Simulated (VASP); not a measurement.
# MgI2 (P-3m1) in VASP: notebook

Runs on MgI2. Level: PBEsol. Tasks: single point.

Program: VASP 6.6.1. These are calculated values, not measurements. Logs are shortened: lines on timing, memory, paths and dates and some standing lists are left out, and cuts for length are marked.

## 1. The cell of the first run

It takes space group P-3m1 (No. 164, trigonal). Conventional cell: a = 4.140 Å, b = 4.140 Å, c = 6.880 Å, α = 90.00°, β = 90.00°, γ = 120.00°. Within 3.9 Å of Mg (site symmetry -3m) lie 6 I at 2.94 Å. Within 3.9 Å of I (site symmetry 3m) lie 3 Mg at 2.94 Å.

## 2. Single point, PBEsol

The input, INCAR:

```
PREC = Accurate
ENCUT = 520
EDIFF = 1E-7
ISMEAR = -1
SIGMA = 0.02
LREAL = False
LASPH = True
NELM = 100
ALGO = Normal
ISIF = 2
LWAVE = False
LCHARG = False
GGA = PS
NBANDS = 15
```

The input, KPOINTS:

```
regular mesh
0
Gamma
  3 3 1
```

The input, POSCAR:

```
MgI2
1.0
    4.1400000000      0.0000000000      0.0000000000
   -2.0700000000      3.5853451717      0.0000000000
    0.0000000000      0.0000000000      6.8800000000
Mg I
1 2
Direct
    0.0000000000      0.0000000000      0.0000000000
    0.3333333333      0.6666666667      0.2500000000
    0.6666666667      0.3333333333      0.7500000000
```

Potentials or basis: VASP PAW PBE potentials, release 64 (Mg, I).

Run with:

```console
cat potpaw_PBE.64/Mg/POTCAR potpaw_PBE.64/I/POTCAR > POTCAR
mpirun -np 1 vasp_std > vasp.out
```

OUTCAR:

```text
PREC = Accurate
   ENCUT = 520
   EDIFF = 1E-7
   ISMEAR = -1
   LREAL = False
   LASPH = True
   NELM = 100
   ISIF = 2
   GGA = PS

 ion  position               nearest neighbor table
   1  0.000  0.000  0.000-   2 2.94   3 2.94   3 2.94   2 2.94   3 2.94   2 2.94
   2  0.333  0.667  0.250-   1 2.94   1 2.94   1 2.94
   3  0.667  0.333  0.750-   1 2.94   1 2.94   1 2.94

  LATTYP: Found a hexagonal cell.
 ALAT       =     4.1400000000
 C/A-ratio  =     1.6618357488

  Lattice vectors:

 A1 = (   4.1400000000,   0.0000000000,   0.0000000000)
 A2 = (  -2.0700000000,   3.5853451717,   0.0000000000)
 A3 = (   0.0000000000,   0.0000000000,   6.8800000000)

Analysis of symmetry for initial positions (statically):
=====================================================================
 Subroutine PRICEL returns:
 Original cell was already a primitive cell.

 Routine SETGRP: Setting up the symmetry group for a
 hexagonal supercell.

 Subroutine GETGRP returns: Found 12 space group operations
 (whereof 12 operations were pure point group operations)
 out of a pool of 24 trial point group operations.

The static configuration has the point symmetry D_3d.

Analysis of symmetry for dynamics (positions and initial velocities):
=====================================================================
 Subroutine PRICEL returns:
 Original cell was already a primitive cell.

 Routine SETGRP: Setting up the symmetry group for a
 hexagonal supercell.

 Subroutine GETGRP returns: Found 12 space group operations
 (whereof 12 operations were pure point group operations)
 out of a pool of 24 trial point group operations.

The dynamic configuration has the point symmetry D_3d.

 Subroutine INISYM returns: Found 12 space group operations
 (whereof 12 operations are pure point group operations),
 and found     1 'primitive' translations

----------------------------------------------------------------------------------------

                                     Primitive cell

  volume of cell :     102.1221

  direct lattice vectors                    reciprocal lattice vectors
     4.140000000  0.000000000  0.000000000     0.241545894  0.139456587  0.000000000
    -2.070000000  3.585345172  0.000000000     0.000000000  0.278913174  0.000000000
     0.000000000  0.000000000  6.880000000     0.000000000  0.000000000  0.145348837

[... 71 lines left out ...]
   POTIM  = 0.5000    time-step for ionic-motion
   TEBEG  =    0.0;   TEEND  =   0.0 temperature during run
   PSTRESS=    0.0 pullay stress
   NELECT =      16.0000    total number of electrons
   NUPDOWN=      -1.0000    fix difference up-down
   EMIN   =  10.00;   EMAX   =-10.00  energy-range for DOS
   EFERMI =   0.00;   METHOD = LEGACY
   ISMEAR =    -1;   SIGMA  =   0.02  broadening in eV -4-tet -1-fermi 0-gaus
   EFERMI_NEDOS =   21; number of points for ismear=-14 and -15
   IALGO  =     38    algorithm
   IMIX   =      4    mixing-type and parameters
     AMIX     =   0.40;   BMIX     =  1.00
     AMIX_MAG =   1.60;   BMIX_MAG =  1.00
  volume/ion in A,a.u.               =      34.04       229.72
  Fermi-wavevector in a.u.,A,eV,Ry     =   0.882555  1.667786 10.597613  0.778903
  Thomas-Fermi vector in A             =   2.003202
   LORBIT       =      0    0 simple, 1 ext, 2 COOP (PROOUT), +10 PAW based schemes
   GGA     = PS    functional components
   LHFCALC =     F    Hartree Fock is set to
   AEXX    =    0.0000 exact exchange contribution
   IVDW    =     0    specifies the selected vdW correction
   LEPSILON=     F    determine dielectric tensor
   LRPA    =     F    only Hartree local field effects (RPA)
 non-spin polarized calculation
  energy-cutoff  :      520.00
  volume of cell :      102.12
 maximum number of plane-waves:      2779
 NGX is ok and might be reduce to    32
   NGX = 15   NGY = 15   NGZ = 25

 number of electron      16.0000002 magnetization

 Free energy of the ion-electron system (eV)
  ---------------------------------------------------
  ext. energy  EPLUGINS =         0.00000000
  ---------------------------------------------------
  free energy    TOTEN  =        -8.31667064 eV

  energy without entropy =       -8.31667064  energy(sigma->0) =       -8.31667064

 E-fermi :   2.7334     XC(G=0):  -8.4101

 val. band max:        2.2801643803   @ k =   0.0000   0.0000   0.0000
 cond. band min:       5.7791179599   @ k =   0.0000   0.0000   0.0000
 fundamental gap:      3.4989535796
 Fermi energy:         2.7334345366

 k-point     1 :       0.0000    0.0000    0.0000
  band No.  band energies     occupation
      1      -9.7836      2.00000
      2      -9.0996      2.00000
      3      -1.3475      2.00000
      4       1.9110      2.00000
      5       1.9110      2.00000
      6       2.2722      2.00000
      7       2.2802      2.00000
      8       2.2802      2.00000
      9       5.7791      0.00000
     10       6.9909      0.00000
     11       9.0018      0.00000
     12       9.0018      0.00000
     13       9.6020      0.00000
     14      10.4419      0.00000
[... 23 lines left out ...]
      2      -8.8982      2.00000
      3      -1.0209      2.00000
      4      -0.0457      2.00000
      5      -0.0457      2.00000
      6       0.3729      2.00000
      7       0.9621      2.00000
      8       0.9621      2.00000
      9       5.9475      0.00000
     10       9.3620      0.00000
     11       9.3620      0.00000
     12       9.8936      0.00000
     13      10.4640      0.00000
     14      10.4640      0.00000
     15      10.5946      0.00000

------------------------ aborting loop because EDIFF is reached ----------------------------------------

  FORCE on cell =-STRESS in cart. coord.  units (eV):
  Direction    XX          YY          ZZ          XY          YZ          ZX
  --------------------------------------------------------------------------------------
  -------------------------------------------------------------------------------------
  Total        0.3366191      0.3366191     -1.7096642     -0.0000000      0.0000000      0.0000000
  in kB        5.2811631      5.2811631    -26.8226476     -0.0000000      0.0000000      0.0000000
  external PRESSURE =      -5.4201071 kB  Pullay stress =       0.0000000 kB

 VOLUME and BASIS-vectors are now :
 -----------------------------------------------------------------------------
  energy-cutoff  :      520.00
  volume of cell :      102.12
      direct lattice vectors                 reciprocal lattice vectors
     4.140000000  0.000000000  0.000000000     0.241545894  0.139456587  0.000000000
    -2.070000000  3.585345172  0.000000000     0.000000000  0.278913174  0.000000000
     0.000000000  0.000000000  6.880000000     0.000000000  0.000000000  0.145348837

 POSITION                                       TOTAL-FORCE (eV/Angst)
 -----------------------------------------------------------------------------------
      0.00000      0.00000      0.00000         0.000000      0.000000      0.000000
     -0.00000      2.39023      1.72000         0.000000      0.000000     -0.275095
      2.07000      1.19512      5.16000        -0.000000      0.000000      0.275095
 -----------------------------------------------------------------------------------
    total drift:                                0.000000     -0.000000      0.000000

  FREE ENERGIE OF THE ION-ELECTRON SYSTEM (eV)
  ---------------------------------------------------
  free  energy   TOTEN  =        -8.3166706420 eV

  energy  without entropy=       -8.3166706419  energy(sigma->0) =       -8.31667064
```

OSZICAR:

```text
N       E                     dE             d eps       ncg     rms          rms(c)
DAV:   1     0.699072418538E+02    0.69907E+02   -0.54255E+03    90   0.815E+02
DAV:   2    -0.305321430457E+01   -0.72960E+02   -0.61804E+02   119   0.130E+02
DAV:   3    -0.840131171774E+01   -0.53481E+01   -0.53303E+01   125   0.400E+01
DAV:   4    -0.850388147793E+01   -0.10257E+00   -0.10256E+00   128   0.644E+00
DAV:   5    -0.850416145192E+01   -0.27997E-03   -0.27997E-03   118   0.367E-01    0.368E+00
DAV:   6    -0.835381481205E+01    0.15035E+00   -0.11125E-01    97   0.173E+00    0.248E+00
DAV:   7    -0.831874182773E+01    0.35073E-01   -0.10846E-01    90   0.162E+00    0.729E-01
DAV:   8    -0.831670017846E+01    0.20416E-02   -0.75635E-03    90   0.495E-01    0.298E-01
DAV:   9    -0.831668276772E+01    0.17411E-04   -0.99315E-04   111   0.188E-01    0.107E-01
DAV:  10    -0.831666627890E+01    0.16489E-04   -0.44284E-05    90   0.438E-02    0.370E-02
DAV:  11    -0.831666987447E+01   -0.35956E-05   -0.75196E-06    97   0.157E-02    0.165E-02
DAV:  12    -0.831667026832E+01   -0.39385E-06   -0.51080E-07   111   0.495E-03    0.773E-03
DAV:  13    -0.831667062620E+01   -0.35788E-06   -0.27538E-07    90   0.289E-03    0.501E-03
DAV:  14    -0.831667064198E+01   -0.15776E-07   -0.89137E-08    80   0.165E-03
   1 F= -.83166706E+01 E0= -.83166706E+01  d E =-.405331E-10
```

stdout:

```text
POSCAR found type information on POSCAR MgI
 POSCAR found :  2 types and       3 ions
 scaLAPACK will be used
 -----------------------------------------------------------------------------
|                                                                             |
|                                                                             |
|     You enforced a specific xc type in the INCAR file but a different       |
|     I HOPE YOU KNOW WHAT YOU ARE DOING!                                     |
|                                                                             |
 -----------------------------------------------------------------------------

 LDA part: xc-table for (Slater+PW92), standard interpolation
 POSCAR, INCAR and KPOINTS ok, starting setup
 FFT: planning ... GRIDC
 FFT: planning ... GRID_SOFT
 FFT: planning ... GRID
 WAVECAR not read
 entering main loop
```

Run time: 13 s. Hardware: 1 thread of Intel Xeon 6975P-C, shared host; peak memory 0.22 GiB.

What came out:

| Property | Result |
| --- | --- |
| Free energy | -8.3167 eV |
| Pressure | -0.5 GPa |
| Largest force | 0.275 eV/Å |
| Band gap on the k mesh | 3.50 eV, direct |

Forces on the atoms (eV/Å):
```
Mg   0.000  0.000  0.000
I    0.000  0.000 -0.275
I    0.000  0.000  0.275
```

Levels at points of the mesh, in eV from the valence-band top:
| k point | band 5 | band 6 | band 7 | band 8 | band 9 | band 10 | band 11 | band 12 |
| --- | --- | --- | --- | --- | --- | --- | --- | --- |
| (0.00, 0.00, 0.00) | -0.37 | -0.01 | 0.00 | 0.00 | 3.50 | 4.71 | 6.72 | 6.72 |

Caveat: the k points lie up to 0.91 Å⁻¹ apart; the PAW data sets were made with another functional, which shifts forces and pressure a little; spin-orbit coupling is left out, which moves the levels of the heavy elements; this functional lacks dispersion, which binds the layers, so the pressure and a relaxed spacing across them are unreliable. A k mesh can miss the band edges.

## 3. Single point, PBEsol

The input, INCAR:

```
SYSTEM = MgI2
ALGO = Normal
EDIFF = 1E-6
ENCUT = 520
GGA = PS
ISIF = 2
ISMEAR = -1
LASPH = .True.
LCHARG = .True.
LELF = .True.
LREAL = .False.
LVHAR = .True.
LWAVE = .False.
NBANDS = 15
NELM = 60
PREC = Accurate
SIGMA = 0.02
```

The input, KPOINTS:

```
k-points
0
Gamma
  3 3 2
  0 0 0
```

POSCAR is that of step 2.

Potentials or basis: VASP PAW PBE potentials, release 64 (Mg, I).

Run with:

```console
cat potpaw_PBE.64/Mg/POTCAR potpaw_PBE.64/I/POTCAR > POTCAR
mpirun -np 1 vasp_std > vasp.out
```

Wall time 17 s (1 thread of Intel Xeon 6975P-C, shared host); peak memory 0.22 GiB.

It converged, with:

* Free energy: -8.2546 eV
* Pressure: -0.2 GPa
* Largest force: 0.319 eV/Å
* Band gap on the k mesh: 3.50 eV, direct

Forces on the atoms (eV/Å):
```
Mg   0.000  0.000  0.000
I    0.000  0.000 -0.319
I    0.000  0.000  0.319
```

Stress tensor (GPa, compression positive):
```
 0.36  0.00  0.00
 0.00  0.36  0.00
 0.00  0.00 -1.34
```

Levels at points of the mesh, in eV from the valence-band top:
| k point | band 6 | band 7 | band 8 | band 9 | band 10 | band 11 |
| --- | --- | --- | --- | --- | --- | --- |
| (0.00, 0.00, 0.00) | -0.02 | 0.00 | 0.00 | 3.50 | 4.71 | 6.72 |
| (0.00, 0.00, 0.50) | -0.25 | -0.13 | -0.13 | 4.60 | 4.78 | 6.52 |

Caveat: the k points lie up to 0.58 Å⁻¹ apart; the PAW data sets were made with another functional, which shifts forces and pressure a little; spin-orbit coupling is left out, which moves the levels of the heavy elements; this functional lacks dispersion, which binds the layers, so the pressure and a relaxed spacing across them are unreliable. A k mesh can miss the band edges.
